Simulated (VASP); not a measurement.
# Ag (P6_3/mmc) in VASP: relaxation of shape and atoms at fixed volume with r2SCAN

Aim: the relaxation of shape and atoms at fixed volume of Ag with r2SCAN.

All numbers are computed with VASP 6.6.1; they aren't measurements. Logs are shortened: lines on timing, memory, paths and dates and some standing lists are left out, and cuts for length are marked.

**1. The cell of the first run**

It takes space group P6_3/mmc (No. 194, hexagonal). The conventional cell has a = 2.961 Å, b = 2.961 Å, c = 4.841 Å, α = 90.00°, β = 90.00°, γ = 120.00°. Ag (site symmetry -6m2) has 12 Ag at 2.96 Å within 3.9 Å.

**2. Relaxation of shape and atoms at fixed volume, r2SCAN (volume scaled by 1.06)**

Input file POSCAR:

```
Ag
1.0
    2.9606456252      0.0000000000      0.0000000000
   -1.4803228126      2.5639943230      0.0000000000
    0.0000000000      0.0000000000      4.8409644490
Ag
2
Direct
    0.3333333333      0.6666666667      0.2500000000
    0.6666666667      0.3333333333      0.7500000000
```

Input file INCAR.step1:

```
ALGO = Normal
EDIFF = 1E-4
ENCUT = 600
GGA = PE
ISMEAR = 0
LASPH = T
LCHARG = F
LREAL = F
LWAVE = T
NELM = 100
PREC = Accurate
SIGMA = 0.1
```

Input file INCAR.step2:

```
ALGO = Normal
EDIFF = 1E-6
EDIFFG = -0.01
ENCUT = 600
IBRION = 2
ISIF = 4
ISMEAR = 0
ISTART = 1
LASPH = T
LCHARG = F
LMIXTAU = T
LREAL = F
LWAVE = F
METAGGA = R2SCAN
NELM = 100
NSW = 50
PREC = Accurate
SIGMA = 0.1
```

Input file KPOINTS:

```
k-points
0
Gamma
  18 18 10
```

Potentials or basis: VASP PAW PBE potentials, release 64 (Ag).

Launch:

```sh
$ cat potpaw_PBE.64/Ag/POTCAR > POTCAR
$ cp INCAR.step1 INCAR
$ mpirun -np 1 vasp_std > vasp.out
$ cp INCAR.step2 INCAR
$ mpirun -np 1 vasp_std > vasp.out
```

OUTCAR:

```text
EDIFF = 1E-6
   EDIFFG = -0.01
   ENCUT = 600
   IBRION = 2
   ISIF = 4
   ISMEAR = 0
   ISTART = 1
   LASPH = T
   LREAL = F
   METAGGA = R2SCAN
   NELM = 100
   NSW = 50
   PREC = Accurate

 ion  position               nearest neighbor table
   1  0.333  0.667  0.250-   2 2.96   2 2.96   2 2.96   2 2.96   2 2.96   2 2.96
   2  0.667  0.333  0.750-   1 2.96   1 2.96   1 2.96   1 2.96   1 2.96   1 2.96

  LATTYP: Found a hexagonal cell.
 ALAT       =     2.9606456252
 C/A-ratio  =     1.6351043191

  Lattice vectors:

 A1 = (   2.9606456252,   0.0000000000,   0.0000000000)
 A2 = (  -1.4803228126,   2.5639943230,   0.0000000000)
 A3 = (   0.0000000000,   0.0000000000,   4.8409644490)

Analysis of symmetry for initial positions (statically):
=====================================================================
 Subroutine PRICEL returns:
 Original cell was already a primitive cell.

 Routine SETGRP: Setting up the symmetry group for a
 hexagonal supercell.

 Subroutine GETGRP returns: Found 24 space group operations
 (whereof 12 operations were pure point group operations)
 out of a pool of 24 trial point group operations.

The static configuration has the point symmetry D_3d.
 The point group associated with its full space group is D_6h.

Analysis of symmetry for dynamics (positions and initial velocities):
=====================================================================
 Subroutine PRICEL returns:
 Original cell was already a primitive cell.

 Routine SETGRP: Setting up the symmetry group for a
 hexagonal supercell.

 Subroutine GETGRP returns: Found 24 space group operations
 (whereof 12 operations were pure point group operations)
 out of a pool of 24 trial point group operations.

The dynamic configuration has the point symmetry D_3d.
 The point group associated with its full space group is D_6h.

 Subroutine INISYM returns: Found 24 space group operations
 (whereof 12 operations are pure point group operations),
 and found     1 'primitive' translations

----------------------------------------------------------------------------------------

                                     Primitive cell

  volume of cell :      36.7481

  direct lattice vectors                    reciprocal lattice vectors
     2.960645625  0.000000000  0.000000000     0.337764166  0.195008232  0.000000000
    -1.480322813  2.563994323  0.000000000     0.000000000  0.390016464  0.000000000
     0.000000000  0.000000000  4.840964449     0.000000000  0.000000000  0.206570408

  length of vectors
     2.960645625  2.960645625  4.840964449     0.390016464  0.390016464  0.206570408

  position of ions in fractional coordinates (direct lattice)
     0.333333333  0.666666667  0.250000000
     0.666666667  0.333333333  0.750000000

  ion indices of the primitive-cell ions
   primitive index   ion index
                 1           1
                 2           2

----------------------------------------------------------------------------------------

 KPOINTS: k-points

Automatic generation of k-mesh.
 Grid dimensions read from file:
 generate k-points for:   18   18   10

 Generating k-lattice:

  Cartesian coordinates                     Fractional coordinates (reciprocal lattice)
     0.018764676  0.010833791  0.000000000     0.055555556  0.000000000  0.000000000
     0.000000000  0.021667581  0.000000000     0.000000000  0.055555556  0.000000000
     0.000000000  0.000000000  0.020657041     0.000000000  0.000000000  0.100000000

  Length of vectors
     0.021667581  0.021667581  0.020657041

  Shift w.r.t. Gamma in fractional coordinates (k-lattice)
     0.000000000  0.000000000  0.000000000

 Subroutine IBZKPT returns following result:
 ===========================================

 Found    222 irreducible k-points:

 Following reciprocal coordinates:
            Coordinates               Weight
  0.000000  0.000000  0.000000      1.000000
  0.055556  0.000000  0.000000      6.000000
  0.111111  0.000000  0.000000      6.000000
  0.166667  0.000000  0.000000      6.000000
  0.222222  0.000000  0.000000      6.000000
  0.277778  0.000000  0.000000      6.000000
[... 16 lines left out ...]
  0.333333  0.111111  0.000000     12.000000
  0.388889  0.111111  0.000000     12.000000
 [... further k-points ...]
   k-points           NKPTS =    222   k-points in BZ     NKDIM =    222   number of bands    NBANDS=     15
   number of dos      NEDOS =    301   number of ions     NIONS =      2
   total plane-waves  NPLWV =  23040
   dimension x,y,z NGX =    24 NGY =   24 NGZ =   40
   dimension x,y,z NGXF=    48 NGYF=   48 NGZF=   80
   ions per type =               2
   NGX,Y,Z   is equivalent  to a cutoff of  13.48, 13.48, 13.74 a.u.
   NGXF,Y,Z  is equivalent  to a cutoff of  26.95, 26.95, 27.47 a.u.
 SYSTEM =  unknown system
   PREC   = accura    normal or accurate (medium, high low for compatibility)
   ISTART =      1    job   : 0-new  1-cont  2-samecut
   ICHARG =      0    charge: 1-file 2-atom 10-const
   ISPIN  =      1    spin polarized calculation?
   LNONCOLLINEAR =      F non collinear calculations
   LSORBIT =      F    spin-orbit coupling
   LASPH  =      T    aspherical Exc in radial PAW
   ENCUT  =  600.0 eV  44.10 Ry    6.64 a.u.   5.91  5.91  9.67*2*pi/ulx,y,z
   NELM   =    100;   NELMIN=  2; NELMDL=  0     # of ELM steps
   EDIFF  = 0.1E-05   stopping-criterion for ELM
   LREAL  =      F    real-space projection
   EDIFFG = -.1E-01   stopping-criterion for IOM
   NSW    =     50    number of steps for IOM
   IBRION =      2    ionic relax: 0-MD 1-quasi-New 2-CG
   NFREE  =      1    steps in history (QN), initial steepest desc. (CG)
   ISIF   =      4    stress and relaxation
   ISYM   =      2    0-nonsym 1-usesym 2-fastsym
   POTIM  = 0.5000    time-step for ionic-motion
   TEBEG  =    0.0;   TEEND  =   0.0 temperature during run
   PSTRESS=    0.0 pullay stress
   NELECT =      22.0000    total number of electrons
   NUPDOWN=      -1.0000    fix difference up-down
   EMIN   =  10.00;   EMAX   =-10.00  energy-range for DOS
   EFERMI =   0.00;   METHOD = LEGACY
   ISMEAR =     0;   SIGMA  =   0.10  broadening in eV -4-tet -1-fermi 0-gaus
   EFERMI_NEDOS =   21; number of points for ismear=-14 and -15
   IALGO  =     38    algorithm
   IMIX   =      4    mixing-type and parameters
     AMIX     =   0.40;   BMIX     =  1.00
     AMIX_MAG =   1.60;   BMIX_MAG =  1.00
  volume/ion in A,a.u.               =      18.37       123.99
  Fermi-wavevector in a.u.,A,eV,Ry     =   1.379761  2.607371 25.901969  1.903741
  Thomas-Fermi vector in A             =   2.504701
   LORBIT       =      0    0 simple, 1 ext, 2 COOP (PROOUT), +10 PAW based schemes
   METAGGA = R2SCAN    functional components
   LHFCALC =     F    Hartree Fock is set to
   AEXX    =    0.0000 exact exchange contribution
   IVDW    =     0    specifies the selected vdW correction
   LEPSILON=     F    determine dielectric tensor
   LRPA    =     F    only Hartree local field effects (RPA)
 conjugate gradient relaxation of ions
 non-spin polarized calculation
 Gauss-broadening in eV      SIGMA  =   0.10
  energy-cutoff  :      600.00
  volume of cell :       36.75
 maximum number of plane-waves:      1260
 NGX is ok and might be reduce to    24
   NGX = 11   NGY = 11   NGZ = 19

 number of electron      22.0000002 magnetization

 Free energy of the ion-electron system (eV)
  ---------------------------------------------------
  ext. energy  EPLUGINS =         0.00000000
  ---------------------------------------------------
  free energy    TOTEN  =       -42.67236376 eV

  energy without entropy =      -42.66882379  energy(sigma->0) =      -42.67059378

 E-fermi :   7.4438     XC(G=0): -12.4518

 val. band max:        7.3889957732   @ k =   0.4444   0.0556   0.1000
 cond. band min:       7.4439101180   @ k =   0.1667   0.0556   0.2000
 fundamental gap:      0.0549143448
 Fermi energy:         7.4437926182

 k-point     1 :       0.0000    0.0000    0.0000
  band No.  band energies     occupation
      1       0.0398      2.00000
      2       1.1694      2.00000
      3       2.5551      2.00000
      4       2.6448      2.00000
      5       2.6448      2.00000
      6       2.8545      2.00000
      7       2.8545      2.00000
      8       3.1676      2.00000
      9       3.1676      2.00000
     10       4.0717      2.00000
     11       4.0717      2.00000
     12       7.3087      1.94385
     13      10.7152      0.00000
     14      23.4966      0.00000
     15      25.3550      0.00000

 k-point     2 :       0.0556    0.0000    0.0000
  band No.  band energies     occupation
      1       0.1235      2.00000
      2       1.2154      2.00000
      3       2.5023      2.00000
      4       2.6862      2.00000
      5       2.6955      2.00000
      6       2.8393      2.00000
      7       2.8922      2.00000
      8       3.1313      2.00000
      9       3.1437      2.00000
     10       3.9461      2.00000
     11       4.0818      2.00000
     12       7.5331      0.20644
     13      10.7374      0.00000
     14      23.2215      0.00000
     15      24.3652      0.00000

 k-point     3 :       0.1111    0.0000    0.0000
  band No.  band energies     occupation
      1       0.3666      2.00000
      2       1.3401      2.00000
      3       2.4103      2.00000
      4       2.7570      2.00000
      5       2.8072      2.00000
      6       2.8405      2.00000
      7       3.0021      2.00000
      8       3.0094      2.00000
      9       3.0785      2.00000
     10       3.6736      2.00000
     11       4.1076      2.00000
     12       8.1163      0.00000
     13      10.8090      0.00000
     14      21.7122      0.00000
     15      23.6392      0.00000
[... 343 lines left out ...]
 k-point    23 :       0.3333    0.1111    0.0000
  band No.  band energies     occupation
      1       1.4572      2.00000
      2       1.6972      2.00000
      3       1.7319      2.00000
      4       2.5546      2.00000
      5       2.9367      2.00000
      6       2.9394      2.00000
      7       3.0361      2.00000
      8       3.8551      2.00000
      9       4.1201      2.00000
     10       4.1759      2.00000
     11       5.8876      2.00000
     12      11.7701      0.00000
     13      13.2070      0.00000
     14      13.3848      0.00000
     15      16.8529      0.00000

 k-point    24 :       0.3889    0.1111    0.0000
  band No.  band energies     occupation
      1       1.3835      2.00000
      2       1.5864      2.00000
      3       1.7050      2.00000
      4       2.5377      2.00000
      5       2.8691      2.00000
      6       3.0409      2.00000
      7       3.2007      2.00000
      8       4.0679      2.00000
      9       4.1786      2.00000
     10       4.2072      2.00000
     11       7.0511      2.00000
     12      10.1882      0.00000
     13      14.0085      0.00000
     14      14.3891      0.00000
     15      16.4540      0.00000

 [... further k-points ...]
[... 5 lines left out ...]
  --------------------------------------------------------------------------------------
  -------------------------------------------------------------------------------------
  Total       -1.1486706     -1.1486706     -1.1459215      0.0000000      0.0000000      0.0000000
  in kB      -50.0807348    -50.0807348    -49.9608772      0.0000000      0.0000000      0.0000000
  external PRESSURE =     -50.0407823 kB  Pullay stress =       0.0000000 kB

 VOLUME and BASIS-vectors are now :
 -----------------------------------------------------------------------------
  energy-cutoff  :      600.00
  volume of cell :       36.75
      direct lattice vectors                 reciprocal lattice vectors
     2.960645625  0.000000000  0.000000000     0.337764166  0.195008232  0.000000000
    -1.480322813  2.563994323  0.000000000     0.000000000  0.390016464  0.000000000
     0.000000000  0.000000000  4.840964449     0.000000000  0.000000000  0.206570408

 POSITION                                       TOTAL-FORCE (eV/Angst)
 -----------------------------------------------------------------------------------
     -0.00000      1.70933      1.21024         0.000000     -0.000000      0.000000
      1.48032      0.85466      3.63072        -0.000000      0.000000      0.000000
 -----------------------------------------------------------------------------------
    total drift:                               -0.000000      0.000000     -0.000000

  FREE ENERGIE OF THE ION-ELECTRON SYSTEM (eV)
  ---------------------------------------------------
  free  energy   TOTEN  =       -42.6723637621 eV

  energy  without entropy=      -42.6688237913  energy(sigma->0) =      -42.67059378

 reached required accuracy - stopping structural energy minimisation
```

Wall time 7.4 min (1 thread of Intel Xeon 8259CL, shared host); peak memory 0.27 GiB.

Results:

```yaml
Free_energy: -42.6724 eV
Pressure_after_relaxing: -5.0 GPa
Band_gap_on_the_k_mesh: zero (band 11 reaches 11.50 eV, above the bottom of band 12 at 3.79 eV)
```

Final structure:
```
Ag
1.0
     2.96065    0.00000    0.00000
    -1.48032    2.56399    0.00000
     0.00000    0.00000    4.84096
Ag
2
Direct
  0.33333 0.66667 0.25000
  0.66667 0.33333 0.75000
```

Levels at points of the mesh, in eV from the Fermi level:
| k point | band 8 | band 9 | band 10 | band 11 | band 12 | band 13 | band 14 | band 15 |
| --- | --- | --- | --- | --- | --- | --- | --- | --- |
| (0.00, 0.00, 0.00) | -4.28 | -4.28 | -3.37 | -3.37 | -0.14 | 3.27 | 16.05 | 17.91 |
| (0.50, 0.00, 0.00) | -3.25 | -3.21 | -3.13 | 0.16 | 1.41 | 6.83 | 7.10 | 9.07 |
| (0.00, 0.00, 0.50) | -4.49 | -3.65 | -3.65 | -3.65 | -3.65 | 10.95 | 10.95 | 16.40 |
| (0.50, 0.00, 0.50) | -3.39 | -3.18 | -3.18 | 0.94 | 0.94 | 4.31 | 4.31 | 13.54 |

Caveat: the relaxation stopped at its first step, so nothing moved; the PAW data sets were made with another functional, which shifts forces and pressure a little.
